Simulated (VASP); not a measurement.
# TiAl in VASP: settings compared

Aim: see how the results for TiAl move with the level of theory and the settings. Levels: PBE, LDA. Tasks: single point.

All numbers are computed with VASP 6.6.1; they aren't measurements. Logs are shortened: lines on timing, memory, paths and dates and some standing lists are left out, and cuts for length are marked.

**1. The cell of the first run**

Symmetry: P3m1, No. 156, trigonal system. The conventional cell has a = 2.837 Å, b = 2.837 Å, c = 4.488 Å, α = 90.00°, β = 90.00°, γ = 120.00°. Ti (site symmetry 3m) has 6 Al at 2.69 to 2.87 Å and 6 Ti at 2.84 Å within 3.5 Å. Al (site symmetry 3m) has 6 Ti at 2.69 to 2.87 Å and 6 Al at 2.84 Å within 3.5 Å.

**2. Single point, PBE (strained and its atoms moved)**

File INCAR:

```
SYSTEM = TiAl
PREC = Accurate
ENCUT = 520
EDIFF = 1E-7
ISMEAR = 0
SIGMA = 0.1
LREAL = .False.
LASPH = .True.
NELM = 80
ALGO = Fast
ISIF = 2
LWAVE = .False.
LCHARG = .False.
GGA = PE
NBANDS = 14
```

File KPOINTS:

```
Automatic mesh
0
Gamma
  18 18 10
  0 0 0
```

File POSCAR:

```
TiAl
1.0
    2.8368692530      0.0000000000      0.0000000000
   -1.4184346265      2.4568008403      0.0000000000
    0.0000000000      0.0000000000      4.4881528302
Ti Al
1 1
Direct
    0.0000000000      0.0000000000      0.0128257665
    0.3333333300      0.6666666700      0.4871742335
```

Potentials or basis: VASP PAW PBE potentials, release 64 (Ti_sv, Al).

Command:

```
$ cat potpaw_PBE.64/Ti_sv/POTCAR potpaw_PBE.64/Al/POTCAR > POTCAR
$ mpirun -np 1 vasp_std > vasp.out
```

OUTCAR:

```text
SYSTEM = TiAl
   PREC = Accurate
   ENCUT = 520
   EDIFF = 1E-7
   ISMEAR = 0
   LREAL = .False.
   LASPH = .True.
   NELM = 80
   ISIF = 2
   GGA = PE

 ion  position               nearest neighbor table
   1  0.000  0.000  0.013-   2 2.69   2 2.69   2 2.69   2 2.87   2 2.87   2 2.87
   2  0.333  0.667  0.487-   1 2.69   1 2.69   1 2.69   1 2.87   1 2.87   1 2.87

  LATTYP: Found a hexagonal cell.
 ALAT       =     2.8368692530
 C/A-ratio  =     1.5820795496

  Lattice vectors:

 A1 = (   2.8368692530,   0.0000000000,   0.0000000000)
 A2 = (  -1.4184346265,   2.4568008403,   0.0000000000)
 A3 = (   0.0000000000,   0.0000000000,   4.4881528302)

Analysis of symmetry for initial positions (statically):
=====================================================================
 Subroutine PRICEL returns:
 Original cell was already a primitive cell.

 Routine SETGRP: Setting up the symmetry group for a
 hexagonal supercell.

 Subroutine GETGRP returns: Found  6 space group operations
 (whereof  6 operations were pure point group operations)
 out of a pool of 24 trial point group operations.

The static configuration has the point symmetry C_3v.

Analysis of symmetry for dynamics (positions and initial velocities):
=====================================================================
 Subroutine PRICEL returns:
 Original cell was already a primitive cell.

 Routine SETGRP: Setting up the symmetry group for a
 hexagonal supercell.

 Subroutine GETGRP returns: Found  6 space group operations
 (whereof  6 operations were pure point group operations)
 out of a pool of 24 trial point group operations.

The dynamic configuration has the point symmetry C_3v.

 Subroutine INISYM returns: Found  6 space group operations
 (whereof  6 operations are pure point group operations),
 and found     1 'primitive' translations

----------------------------------------------------------------------------------------

                                     Primitive cell

  volume of cell :      31.2807

  direct lattice vectors                    reciprocal lattice vectors
     2.836869253  0.000000000  0.000000000     0.352501265  0.203516700  0.000000000
    -1.418434627  2.456800840  0.000000000     0.000000000  0.407033400  0.000000000
     0.000000000  0.000000000  4.488152830     0.000000000  0.000000000  0.222808812

  length of vectors
     2.836869253  2.836869253  4.488152830     0.407033400  0.407033400  0.222808812

  position of ions in fractional coordinates (direct lattice)
     0.000000000  0.000000000  0.012825767
     0.333333330  0.666666670  0.487174233

  ion indices of the primitive-cell ions
   primitive index   ion index
                 1           1
                 2           2

----------------------------------------------------------------------------------------

 KPOINTS: Automatic mesh

Automatic generation of k-mesh.
 Grid dimensions read from file:
 generate k-points for:   18   18   10

 Generating k-lattice:

  Cartesian coordinates                     Fractional coordinates (reciprocal lattice)
     0.019583404  0.011306483  0.000000000     0.055555556  0.000000000  0.000000000
     0.000000000  0.022612967  0.000000000     0.000000000  0.055555556  0.000000000
     0.000000000  0.000000000  0.022280881     0.000000000  0.000000000  0.100000000

  Length of vectors
     0.022612967  0.022612967  0.022280881

  Shift w.r.t. Gamma in fractional coordinates (k-lattice)
     0.000000000  0.000000000  0.000000000

 Subroutine IBZKPT returns following result:
 ===========================================

 Found    330 irreducible k-points:

 Following reciprocal coordinates:
            Coordinates               Weight
  0.000000  0.000000  0.000000      1.000000
  0.055556 -0.000000  0.000000      6.000000
  0.111111 -0.000000  0.000000      6.000000
  0.166667  0.000000  0.000000      6.000000
  0.222222 -0.000000  0.000000      6.000000
  0.277778 -0.000000  0.000000      6.000000
[... 16 lines left out ...]
  0.333333  0.111111  0.000000     12.000000
  0.388889  0.111111  0.000000     12.000000
 [... further k-points ...]
   k-points           NKPTS =    330   k-points in BZ     NKDIM =    330   number of bands    NBANDS=     14
   number of dos      NEDOS =    301   number of ions     NIONS =      2
   total plane-waves  NPLWV =  20736
   dimension x,y,z NGX =    24 NGY =   24 NGZ =   36
   dimension x,y,z NGXF=    48 NGYF=   48 NGZF=   72
   ions per type =               1   1
   NGX,Y,Z   is equivalent  to a cutoff of  14.06, 14.06, 13.33 a.u.
   NGXF,Y,Z  is equivalent  to a cutoff of  28.13, 28.13, 26.67 a.u.
 SYSTEM =  TiAl
   PREC   = accura    normal or accurate (medium, high low for compatibility)
   ISTART =      0    job   : 0-new  1-cont  2-samecut
   ICHARG =      2    charge: 1-file 2-atom 10-const
   ISPIN  =      1    spin polarized calculation?
   LNONCOLLINEAR =      F non collinear calculations
   LSORBIT =      F    spin-orbit coupling
   LASPH  =      T    aspherical Exc in radial PAW
   ENCUT  =  520.0 eV  38.22 Ry    6.18 a.u.   5.27  5.27  8.34*2*pi/ulx,y,z
   NELM   =     80;   NELMIN=  2; NELMDL= -5     # of ELM steps
   EDIFF  = 0.1E-06   stopping-criterion for ELM
   LREAL  =      F    real-space projection
   EDIFFG = 0.1E-05   stopping-criterion for IOM
   NSW    =      0    number of steps for IOM
   IBRION =     -1    ionic relax: 0-MD 1-quasi-New 2-CG
   NFREE  =      0    steps in history (QN), initial steepest desc. (CG)
   ISIF   =      2    stress and relaxation
   ISYM   =      2    0-nonsym 1-usesym 2-fastsym
   POTIM  = 0.5000    time-step for ionic-motion
   TEBEG  =    0.0;   TEEND  =   0.0 temperature during run
   PSTRESS=    0.0 pullay stress
   NELECT =      15.0000    total number of electrons
   NUPDOWN=      -1.0000    fix difference up-down
   EMIN   =  10.00;   EMAX   =-10.00  energy-range for DOS
   EFERMI =   0.00;   METHOD = LEGACY
   ISMEAR =     0;   SIGMA  =   0.10  broadening in eV -4-tet -1-fermi 0-gaus
   EFERMI_NEDOS =   21; number of points for ismear=-14 and -15
   IALGO  =     68    algorithm
   IMIX   =      4    mixing-type and parameters
     AMIX     =   0.40;   BMIX     =  1.00
     AMIX_MAG =   1.60;   BMIX_MAG =  1.00
  volume/ion in A,a.u.               =      15.64       105.55
  Fermi-wavevector in a.u.,A,eV,Ry     =   1.281385  2.421466 22.340050  1.641947
  Thomas-Fermi vector in A             =   2.413758
   LORBIT       =      0    0 simple, 1 ext, 2 COOP (PROOUT), +10 PAW based schemes
   GGA     = PE    functional components
   LHFCALC =     F    Hartree Fock is set to
   AEXX    =    0.0000 exact exchange contribution
   IVDW    =     0    specifies the selected vdW correction
   LEPSILON=     F    determine dielectric tensor
   LRPA    =     F    only Hartree local field effects (RPA)
 non-spin polarized calculation
 RMM-DIIS sequential band-by-band and
 Gauss-broadening in eV      SIGMA  =   0.10
  energy-cutoff  :      520.00
  volume of cell :       31.28
 maximum number of plane-waves:       854
 NGX is ok and might be reduce to    24
   NGX = 11   NGY = 11   NGZ = 17

 number of electron      15.0000002 magnetization

 Free energy of the ion-electron system (eV)
  ---------------------------------------------------
  ext. energy  EPLUGINS =         0.00000000
  ---------------------------------------------------
  free energy    TOTEN  =       -11.96990147 eV

  energy without entropy =      -11.95701979  energy(sigma->0) =      -11.96346063

 E-fermi :   8.4842     XC(G=0): -11.1951

 val. band max:        8.4818564671   @ k =   0.2778   0.1111   0.5000
 cond. band min:       8.4843203234   @ k =   0.1667   0.0000   0.4000
 fundamental gap:      0.0024638563
 Fermi energy:         8.4841962650

 k-point     1 :       0.0000    0.0000    0.0000
  band No.  band energies     occupation
      1     -47.8987      2.00000
      2     -24.2337      2.00000
      3     -23.7774      2.00000
      4     -23.7774      2.00000
      5      -0.6705      2.00000
      6       6.2018      2.00000
      7       6.9508      2.00000
      8       9.8097      0.00000
      9       9.8097      0.00000
     10      11.3624      0.00000
     11      11.3624      0.00000
     12      13.0879      0.00000
     13      21.5690      0.00000
     14      21.5690      0.00000

 k-point     2 :       0.0556   -0.0000    0.0000
  band No.  band energies     occupation
      1     -47.8955      2.00000
      2     -24.2304      2.00000
      3     -23.7974      2.00000
      4     -23.7819      2.00000
      5      -0.5915      2.00000
      6       6.2837      2.00000
      7       6.9509      2.00000
      8       9.7282      0.00000
      9       9.8753      0.00000
     10      11.3389      0.00000
     11      11.3911      0.00000
     12      13.1043      0.00000
     13      20.3217      0.00000
     14      20.8614      0.00000

 k-point     3 :       0.1111   -0.0000    0.0000
  band No.  band energies     occupation
      1     -47.8862      2.00000
      2     -24.2211      2.00000
      3     -23.8548      2.00000
      4     -23.7948      2.00000
      5      -0.3562      2.00000
      6       6.5132      2.00000
      7       6.9564      2.00000
      8       9.5052      0.00000
      9      10.0681      0.00000
     10      11.2720      0.00000
     11      11.4772      0.00000
     12      13.1490      0.00000
     13      18.4848      0.00000
     14      19.9431      0.00000

 k-point     4 :       0.1667    0.0000    0.0000
  band No.  band energies     occupation
      1     -47.8718      2.00000
      2     -24.2069      2.00000
      3     -23.9421      2.00000
      4     -23.8145      2.00000
      5       0.0313      2.00000
      6       6.7931      2.00000
      7       7.0244      2.00000
      8       9.1977      0.00000
      9      10.3761      0.00000
     10      11.1717      0.00000
     11      11.6204      0.00000
     12      13.2053      0.00000
     13      16.7054      0.00000
     14      19.1114      0.00000

 k-point     5 :       0.2222   -0.0000    0.0000
  band No.  band energies     occupation
      1     -47.8542      2.00000
      2     -24.1894      2.00000
      3     -24.0480      2.00000
      4     -23.8386      2.00000
      5       0.5641      2.00000
      6       6.8714      2.00000
      7       7.3123      2.00000
      8       8.8866      0.00000
      9      10.7746      0.00000
     10      11.0560      0.00000
     11      11.8162      0.00000
[... 276 lines left out ...]
 k-point    22 :       0.2778    0.1111    0.0000
  band No.  band energies     occupation
      1     -47.8128      2.00000
      2     -24.2597      2.00000
      3     -24.1483      2.00000
      4     -23.9262      2.00000
      5       2.2466      2.00000
      6       6.9356      2.00000
      7       7.5943      2.00000
      8       8.3306      1.97015
      9      10.4087      0.00000
     10      11.4125      0.00000
     11      12.7436      0.00000
     12      12.9633      0.00000
     13      14.1180      0.00000
     14      15.4139      0.00000

 k-point    23 :       0.3333    0.1111    0.0000
  band No.  band energies     occupation
      1     -47.7991      2.00000
      2     -24.3316      2.00000
      3     -24.1347      2.00000
      4     -23.9512      2.00000
      5       3.1445      2.00000
      6       6.9121      2.00000
      7       7.2361      2.00000
      8       7.9749      2.00000
      9      10.2240      0.00000
     10      11.5465      0.00000
     11      12.8692      0.00000
     12      13.2022      0.00000
     13      14.2811      0.00000
     14      15.2551      0.00000

 k-point    24 :       0.3889    0.1111    0.0000
  band No.  band energies     occupation
      1     -47.7902      2.00000
      2     -24.3783      2.00000
      3     -24.1259      2.00000
      4     -23.9675      2.00000
      5       4.1090      2.00000
      6       6.3571      2.00000
      7       7.0660      2.00000
      8       7.6662      2.00000
      9      10.0981      0.00000
     10      11.8015      0.00000
     11      12.8852      0.00000
     12      13.5189      0.00000
     13      14.3306      0.00000
     14      15.4385      0.00000

 [... further k-points ...]
[... 5 lines left out ...]
  --------------------------------------------------------------------------------------
  -------------------------------------------------------------------------------------
  Total        1.4148526      1.4148526      2.4511273      0.0000000      0.0000000      0.0000000
  in kB       72.4677642     72.4677642    125.5450360      0.0000000      0.0000000      0.0000000
  external PRESSURE =      90.1601881 kB  Pullay stress =       0.0000000 kB

 VOLUME and BASIS-vectors are now :
 -----------------------------------------------------------------------------
  energy-cutoff  :      520.00
  volume of cell :       31.28
      direct lattice vectors                 reciprocal lattice vectors
     2.836869253  0.000000000  0.000000000     0.352501265  0.203516700  0.000000000
    -1.418434627  2.456800840  0.000000000     0.000000000  0.407033400  0.000000000
     0.000000000  0.000000000  4.488152830     0.000000000  0.000000000  0.222808812

 POSITION                                       TOTAL-FORCE (eV/Angst)
 -----------------------------------------------------------------------------------
      0.00000      0.00000      0.05756         0.000000     -0.000000     -1.094052
     -0.00000      1.63787      2.18651        -0.000000      0.000000      1.094052
 -----------------------------------------------------------------------------------
    total drift:                               -0.000000      0.000000     -0.000432

  FREE ENERGIE OF THE ION-ELECTRON SYSTEM (eV)
  ---------------------------------------------------
  free  energy   TOTEN  =       -11.9699014673 eV

  energy  without entropy=      -11.9570197879  energy(sigma->0) =      -11.96346063
```

It took 6.9 min on 1 thread of Intel Xeon 8259CL, shared host; peak memory 0.28 GiB.

What came out:

- Free energy: -11.9699 eV
- Pressure: 9.0 GPa
- Largest force: 1.094 eV/Å
- Band gap on the k mesh: zero (an odd number of electrons rules out a gap without spin polarisation)

Forces on the atoms (eV/Å):
```
Ti   0.000  0.000 -1.094
Al   0.000  0.000  1.094
```

Caveat: the cell differs from its parent crystal (strained and its atoms moved); the stress differs along the axes, from 7 to 13 GPa; forces of over 1 eV/Å act on the atoms, so gaps and moduli don't describe the material at rest.

**3. Single point, PBE (strained)**

File INCAR:

```
SYSTEM = TiAl
PREC = Accurate
ENCUT = 520
EDIFF = 1E-6
ISMEAR = 0
SIGMA = 0.1
LREAL = .False.
LASPH = .True.
NELM = 60
ALGO = Normal
ISIF = 2
LWAVE = .False.
LCHARG = .False.
GGA = PE
NBANDS = 14
```

File KPOINTS:

```
regular mesh
0
Gamma
  18 18 10
  0 0 0
```

File POSCAR:

```
TiAl
1.0
    2.7787498476      0.0000000000      0.0000000000
   -1.3893749237      2.4064679587      0.0000000000
    0.0000000000      0.0000000000      4.6038418228
Ti Al
1 1
Direct
    0.0000000000      0.0000000000      0.0000000000
    0.3333333300      0.6666666700      0.5000000000
```

Potentials or basis: VASP PAW PBE potentials, release 64 (Ti_sv, Al).

Command:

```
$ cat potpaw_PBE.64/Ti_sv/POTCAR potpaw_PBE.64/Al/POTCAR > POTCAR
$ mpirun -np 1 vasp_std > vasp.out
```

It took 97 s on 1 thread of Intel Xeon 8259CL, shared host; peak memory 0.23 GiB.

The run converged. Its results:

```
Free energy            : -12.0117 eV
Pressure               : 9.7 GPa
Band gap on the k mesh : zero (an odd number of electrons rules out a gap without spin polarisation)
```

Stress tensor (GPa, compression positive):
```
10.59  0.00  0.00
 0.00 10.59  0.00
 0.00  0.00  7.92
```

Levels at points of the mesh, in eV from the Fermi level:
```
           k point  band 5  band 6  band 7  band 8  band 9  band 10
(0.00, 0.00, 0.00)   -9.36   -2.45   -2.01    1.38    1.38     3.08
(0.50, 0.00, 0.00)   -3.89   -2.81   -1.73   -1.15    2.32     4.27
(0.00, 0.00, 0.50)   -8.43   -5.49   -0.59    1.39    1.39     3.01
(0.50, 0.00, 0.50)   -3.85   -2.51   -1.99    0.70    0.98     2.13
```

Caveat: the cell differs from its parent crystal (strained); the cell stands under pressure.

(Part 1 of 2 ends here.)
